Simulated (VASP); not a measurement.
# AlCo4 (R-3m) in VASP: single point with PBEsol

Aim: the single point of AlCo4 with PBEsol.

All numbers are computed with VASP 6.6.1; they aren't measurements. Logs are shortened: lines on timing, memory, paths and dates and some standing lists are left out, and cuts for length are marked.

## Step 1: The cell of the first run

Symmetry: R-3m, No. 166, trigonal system. The conventional cell has a = 2.579 Å, b = 2.579 Å, c = 29.923 Å, α = 90.00°, β = 90.00°, γ = 120.00°. Within 3.2 Å of Co (site symmetry 3m) lie 9 Co at 2.45 to 2.58 Å and 3 Al at 2.52 Å. Within 3.2 Å of Co (site symmetry 3m) lie 12 Co at 2.45 to 2.58 Å. Al (site symmetry -3m) has 6 Co at 2.52 Å and 6 Al at 2.58 Å within 3.3 Å.

## Step 2: Single point, PBEsol, collinear spin, ferromagnetic start

The input, INCAR:

```
SYSTEM = AlCo4
  PREC = Accurate
  ENCUT = 520
  EDIFF = 1E-6
  ISMEAR = -1
  SIGMA = 0.05
  LREAL = .FALSE.
  LASPH = .TRUE.
  NELM = 150
  ALGO = Normal
  ISIF = 2
  LWAVE = .FALSE.
  LCHARG = .FALSE.
  ISPIN = 2
  MAGMOM = 4 4 4 4 0
  LORBIT = 11
  NUPDOWN = 16.0
  LMAXMIX = 4
  GGA = PS
  NBANDS = 32
```

The input, KPOINTS:

```
Automatic mesh
0
G
  10 10 10
  0 0 0
```

The input, POSCAR:

```
AlCo4
1.0
    1.2893368271      0.7443989642      9.9743618604
   -1.2893368271      0.7443989642      9.9743618604
    0.0000000000     -1.4887979284      9.9743618604
Co Al
4 1
Direct
    0.4011450000      0.4011450000      0.4011450000
    0.7996790000      0.7996790000      0.7996790000
    0.2003210000      0.2003210000      0.2003210000
    0.5988550000      0.5988550000      0.5988550000
    0.0000000000      0.0000000000      0.0000000000
```

Potentials or basis: VASP PAW PBE potentials, release 64 (Co, Al).

Launch:

```console
cat potpaw_PBE.64/Co/POTCAR potpaw_PBE.64/Al/POTCAR > POTCAR
mpirun -np 1 vasp_std > vasp.out
```

OUTCAR:

```text
SYSTEM = AlCo4
   PREC = Accurate
   ENCUT = 520
   EDIFF = 1E-6
   ISMEAR = -1
   LREAL = .FALSE.
   LASPH = .TRUE.
   NELM = 150
   ISIF = 2
   ISPIN = 2
   LORBIT = 11
   NUPDOWN = 16.0
   GGA = PS

 ion  position               nearest neighbor table
   1  0.401  0.401  0.401-   2 2.45   2 2.45   2 2.45   5 2.52   5 2.52   5 2.52
   2  0.800  0.800  0.800-   1 2.45   1 2.45   1 2.45   3 2.50   3 2.50   3 2.50
   3  0.200  0.200  0.200-   4 2.45   4 2.45   4 2.45   2 2.50   2 2.50   2 2.50
   4  0.599  0.599  0.599-   3 2.45   3 2.45   3 2.45   5 2.52   5 2.52   5 2.52
   5  0.000  0.000  0.000-   4 2.52   1 2.52   4 2.52   4 2.52   1 2.52   1 2.52

  LATTYP: Found a trigonal (rhomboedric) cell.
 ALAT       =    10.0848606234
 COS(alpha) =     0.9673093941

  Lattice vectors:

 A1 = (   1.2893368271,   0.7443989642,   9.9743618604)
 A2 = (  -1.2893368271,   0.7443989642,   9.9743618604)
 A3 = (   0.0000000000,  -1.4887979284,   9.9743618604)

Analysis of symmetry for initial positions (statically):
=====================================================================
 Subroutine PRICEL returns:
 Original cell was already a primitive cell.

 Routine SETGRP: Setting up the symmetry group for a
 trigonal (rhombohedral) supercell.

 Subroutine GETGRP returns: Found 12 space group operations
 (whereof 12 operations were pure point group operations)
 out of a pool of 12 trial point group operations.

The static configuration has the point symmetry D_3d.

Analysis of symmetry for dynamics (positions and initial velocities):
=====================================================================
 Subroutine PRICEL returns:
 Original cell was already a primitive cell.

 Routine SETGRP: Setting up the symmetry group for a
 trigonal (rhombohedral) supercell.

 Subroutine GETGRP returns: Found 12 space group operations
 (whereof 12 operations were pure point group operations)
 out of a pool of 12 trial point group operations.

The dynamic configuration has the point symmetry D_3d.

Analysis of structural, dynamic, and magnetic symmetry:
=====================================================================
 Subroutine PRICEL returns:
 Original cell was already a primitive cell.

 Routine SETGRP: Setting up the symmetry group for a
 trigonal (rhombohedral) supercell.

 Subroutine GETGRP returns: Found 12 space group operations
 (whereof 12 operations were pure point group operations)
 out of a pool of 12 trial point group operations.

The overall configuration has the point symmetry D_3d.

 Subroutine INISYM returns: Found 12 space group operations
 (whereof 12 operations are pure point group operations),
 and found     1 'primitive' translations

----------------------------------------------------------------------------------------

                                     Primitive cell

  volume of cell :      57.4392

  direct lattice vectors                    reciprocal lattice vectors
     1.289336827  0.744398964  9.974361860     0.387796260  0.223894275  0.033419013
    -1.289336827  0.744398964  9.974361860    -0.387796260  0.223894275  0.033419013
     0.000000000 -1.488797928  9.974361860     0.000000000 -0.447788551  0.033419013

  length of vectors
    10.084860623 10.084860623 10.084860623     0.449033870  0.449033870  0.449033870

  position of ions in fractional coordinates (direct lattice)
     0.401145000  0.401145000  0.401145000
     0.799679000  0.799679000  0.799679000
     0.200321000  0.200321000  0.200321000
     0.598855000  0.598855000  0.598855000
     0.000000000  0.000000000  0.000000000

  ion indices of the primitive-cell ions
   primitive index   ion index
                 1           1
                 2           2
                 3           3
                 4           4
                 5           5

----------------------------------------------------------------------------------------

 KPOINTS: Automatic mesh

Automatic generation of k-mesh.
 Grid dimensions read from file:
 generate k-points for:   10   10   10

 Generating k-lattice:

  Cartesian coordinates                     Fractional coordinates (reciprocal lattice)
     0.038779626  0.022389428  0.003341901     0.100000000 -0.000000000  0.000000000
    -0.038779626  0.022389428  0.003341901    -0.000000000  0.100000000  0.000000000
     0.000000000 -0.044778855  0.003341901     0.000000000  0.000000000  0.100000000

  Length of vectors
     0.044903387  0.044903387  0.044903387

  Shift w.r.t. Gamma in fractional coordinates (k-lattice)
     0.000000000  0.000000000  0.000000000

 Subroutine IBZKPT returns following result:
 ===========================================

 Found    116 irreducible k-points:

 Following reciprocal coordinates:
            Coordinates               Weight
  0.000000  0.000000  0.000000      1.000000
  0.100000  0.000000  0.000000      6.000000
  0.200000  0.000000  0.000000      6.000000
  0.300000  0.000000 -0.000000      6.000000
  0.400000  0.000000  0.000000      6.000000
  0.500000  0.000000  0.000000      3.000000
[... 16 lines left out ...]
  0.300000  0.300000  0.000000      6.000000
  0.400000  0.300000  0.000000     12.000000
 [... further k-points ...]
   k-points           NKPTS =    116   k-points in BZ     NKDIM =    116   number of bands    NBANDS=     32
   number of dos      NEDOS =    301   number of ions     NIONS =      5
   total plane-waves  NPLWV = 512000
   dimension x,y,z NGX =    80 NGY =   80 NGZ =   80
   dimension x,y,z NGXF=   160 NGYF=  160 NGZF=  160
   ions per type =               4   1
   NGX,Y,Z   is equivalent  to a cutoff of  13.19, 13.19, 13.19 a.u.
   NGXF,Y,Z  is equivalent  to a cutoff of  26.38, 26.38, 26.38 a.u.
 SYSTEM =  AlCo4
   PREC   = accura    normal or accurate (medium, high low for compatibility)
   ISTART =      0    job   : 0-new  1-cont  2-samecut
   ICHARG =      2    charge: 1-file 2-atom 10-const
   ISPIN  =      2    spin polarized calculation?
   LNONCOLLINEAR =      F non collinear calculations
   LSORBIT =      F    spin-orbit coupling
   LASPH  =      T    aspherical Exc in radial PAW
   ENCUT  =  520.0 eV  38.22 Ry    6.18 a.u.  18.75 18.75 18.75*2*pi/ulx,y,z
   NELM   =    150;   NELMIN=  2; NELMDL= -5     # of ELM steps
   EDIFF  = 0.1E-05   stopping-criterion for ELM
   LREAL  =      F    real-space projection
   EDIFFG = 0.1E-04   stopping-criterion for IOM
   NSW    =      0    number of steps for IOM
   IBRION =     -1    ionic relax: 0-MD 1-quasi-New 2-CG
   NFREE  =      0    steps in history (QN), initial steepest desc. (CG)
   ISIF   =      2    stress and relaxation
   ISYM   =      2    0-nonsym 1-usesym 2-fastsym
   POTIM  = 0.5000    time-step for ionic-motion
   TEBEG  =    0.0;   TEEND  =   0.0 temperature during run
   PSTRESS=    0.0 pullay stress
   NELECT =      39.0000    total number of electrons
   NUPDOWN=      16.0000    fix difference up-down
   EMIN   =  10.00;   EMAX   =-10.00  energy-range for DOS
   EFERMI =   0.00;   METHOD = LEGACY
   ISMEAR =    -1;   SIGMA  =   0.05  broadening in eV -4-tet -1-fermi 0-gaus
   EFERMI_NEDOS =   21; number of points for ismear=-14 and -15
   IALGO  =     38    algorithm
   IMIX   =      4    mixing-type and parameters
     AMIX     =   0.40;   BMIX     =  1.00
     AMIX_MAG =   1.60;   BMIX_MAG =  1.00
  volume/ion in A,a.u.               =      11.49        77.52
  Fermi-wavevector in a.u.,A,eV,Ry     =   1.438888  2.719103 28.169467  2.070397
  Thomas-Fermi vector in A             =   2.557804
   LORBIT       =     11    0 simple, 1 ext, 2 COOP (PROOUT), +10 PAW based schemes
   GGA     = PS    functional components
   LHFCALC =     F    Hartree Fock is set to
   AEXX    =    0.0000 exact exchange contribution
   IVDW    =     0    specifies the selected vdW correction
   LEPSILON=     F    determine dielectric tensor
   LRPA    =     F    only Hartree local field effects (RPA)
 spin polarized calculation
  energy-cutoff  :      520.00
  volume of cell :       57.44
 maximum number of plane-waves:      1568
 NGX is ok and might be reduce to    80
   NGX = 37   NGY = 37   NGZ = 37

 number of electron      39.0000004 magnetization      16.0000001

 Free energy of the ion-electron system (eV)
  ---------------------------------------------------
  ext. energy  EPLUGINS =         0.00000000
  ---------------------------------------------------
  free energy    TOTEN  =       -15.31167895 eV

  energy without entropy =      -15.26132375  energy(sigma->0) =      -15.28650135

 E-fermi :   8.1752     XC(G=0): -12.9378

 val. band max:       16.3731842693   @ k =  -0.1000   0.4000   0.1000
 cond. band min:       8.1796168918   @ k =   0.5000   0.4000   0.4000
 fundamental gap:     -8.1935673775
 Fermi energy:        16.3859297708

 spin component 1

 k-point     1 :       0.0000    0.0000    0.0000
  band No.  band energies     occupation
      1      -0.7955      1.00000
      2       0.9117      1.00000
      3       1.2020      1.00000
      4       3.0031      1.00000
      5       3.3645      1.00000
      6       4.8745      1.00000
[... 23 lines left out ...]
     30      25.7511      0.00000
     31      25.7511      0.00000

 k-point     2 :       0.1000    0.0000    0.0000
  band No.  band energies     occupation
      1      -0.4930      1.00000
      2       1.1706      1.00000
      3       1.5289      1.00000
      4       3.1943      1.00000
      5       3.5283      1.00000
      6       4.7242      1.00000
[... 23 lines left out ...]
     30      24.5335      0.00000
     31      25.7093      0.00000

 k-point     3 :       0.2000    0.0000    0.0000
  band No.  band energies     occupation
      1       0.3816      1.00000
      2       1.8967      1.00000
      3       2.3655      1.00000
      4       3.6136      1.00000
      5       3.8760      1.00000
      6       4.4109      1.00000
[... 703 lines left out ...]
     30      19.6673      0.00000
     31      20.3553      0.00000

 k-point    24 :       0.4000    0.3000    0.0000
  band No.  band energies     occupation
      1       2.5566      1.00000
      2       3.1919      1.00000
      3       3.4003      1.00000
      4       3.6376      1.00000
      5       3.8188      1.00000
      6       4.1105      1.00000
[... 23 lines left out ...]
     30      18.6630      0.00000
     31      19.0872      0.00000

 [... further k-points ...]

 spin component 2

 k-point     1 :       0.0000    0.0000    0.0000
  band No.  band energies     occupation
      1       1.0733      1.00000
      2       2.6303      1.00000
      3       2.7992      1.00000
      4       5.3803      1.00000
      5       5.7654      1.00000
      6       7.9273      0.99302
[... 23 lines left out ...]
     30      28.0558      0.00000
     31      28.0558      0.00000

 k-point     2 :       0.1000    0.0000    0.0000
  band No.  band energies     occupation
      1       1.3861      1.00000
      2       2.8752      1.00000
      3       3.1456      1.00000
      4       5.6014      1.00000
      5       5.9614      1.00000
      6       7.6649      0.99996
[... 23 lines left out ...]
     30      26.7242      0.00000
     31      27.6248      0.00000

 k-point     3 :       0.2000    0.0000    0.0000
  band No.  band energies     occupation
      1       2.2940      1.00000
      2       3.6186      1.00000
      3       4.0481      1.00000
      4       6.1565      1.00000
      5       6.3807      1.00000
      6       7.2648      1.00000
[... 703 lines left out ...]
     30      21.6906      0.00000
     31      22.3565      0.00000

 k-point    24 :       0.4000    0.3000    0.0000
  band No.  band energies     occupation
      1       4.6540      1.00000
      2       5.2927      1.00000
      3       5.8110      1.00000
      4       6.2138      1.00000
      5       6.5723      1.00000
      6       6.8494      1.00000
[... 23 lines left out ...]
     30      20.7162      0.00000
     31      21.1650      0.00000

 [... further k-points ...]

 [bands above 31 left out]

------------------------ aborting loop because EDIFF is reached ----------------------------------------

  FORCE on cell =-STRESS in cart. coord.  units (eV):
  Direction    XX          YY          ZZ          XY          YZ          ZX
  --------------------------------------------------------------------------------------
  -------------------------------------------------------------------------------------
  Total       20.5487625     20.5487625     24.1022289      0.0000000      0.0000000      0.0000000
  in kB      573.1756569    573.1756569    672.2940545      0.0000000      0.0000000      0.0000000
  external PRESSURE =     606.2151227 kB  Pullay stress =       0.0000000 kB

 VOLUME and BASIS-vectors are now :
 -----------------------------------------------------------------------------
  energy-cutoff  :      520.00
  volume of cell :       57.44
      direct lattice vectors                 reciprocal lattice vectors
     1.289336827  0.744398964  9.974361860     0.387796260  0.223894275  0.033419013
    -1.289336827  0.744398964  9.974361860    -0.387796260  0.223894275  0.033419013
     0.000000000 -1.488797928  9.974361860     0.000000000 -0.447788551  0.033419013

 POSITION                                       TOTAL-FORCE (eV/Angst)
 -----------------------------------------------------------------------------------
      0.00000      0.00000     12.00350         0.000000     -0.000000      1.243396
      0.00000      0.00000     23.92886         0.000000      0.000000      0.596713
      0.00000      0.00000      5.99422         0.000000     -0.000000     -0.596713
      0.00000      0.00000     17.91959         0.000000      0.000000     -1.243396
      0.00000      0.00000      0.00000         0.000000      0.000000      0.000000
 -----------------------------------------------------------------------------------
    total drift:                               -0.000000     -0.000000     -0.000000

  FREE ENERGIE OF THE ION-ELECTRON SYSTEM (eV)
  ---------------------------------------------------
  free  energy   TOTEN  =       -15.3116789548 eV

  energy  without entropy=      -15.2613237456  energy(sigma->0) =      -15.28650135

 total charge

# of ion       s       p       d       tot
------------------------------------------
    1        0.571   0.686   6.845   8.102
    2        0.570   0.694   6.831   8.095
    3        0.570   0.694   6.831   8.095
    4        0.571   0.686   6.845   8.102
    5        0.441   0.464   0.000   0.905
--------------------------------------------------
tot          2.723   3.223  27.352  33.298

 magnetization (x)

# of ion       s       p       d       tot
------------------------------------------
    1        0.142   0.350   2.924   3.416
    2        0.138   0.330   2.897   3.364
    3        0.138   0.330   2.897   3.364
    4        0.142   0.350   2.924   3.416
    5        0.135   0.273   0.000   0.408
--------------------------------------------------
tot          0.694   1.632  11.642  13.968
```

Wall time 66 min (1 thread of Intel Xeon 6975P-C (Granite Rapids), shared host); peak memory 1.5 GiB.

What came out:

* Free energy: -15.3117 eV
* Pressure: 60.6 GPa
* Largest force: 1.243 eV/Å
* Net moment: 16.00 μB per cell
* Site moments: Co +3.42, +3.36 (each value once); Al +0.41 μB
* Valence electrons inside the program's atomic spheres: Co 8.10; Al 0.91

Forces in eV/Å, atoms in the order of the input:
```
Co   0.000  0.000  1.243
Co   0.000  0.000  0.597
Co   0.000  0.000 -0.597
Co   0.000  0.000 -1.243
Al   0.000  0.000  0.000
```

Caveat: the stress differs along the axes, from 57 to 67 GPa; the PAW data sets were made with another functional, which shifts forces and pressure a little; the total moment is fixed, so each spin has its own Fermi level and the state may be an excited one.
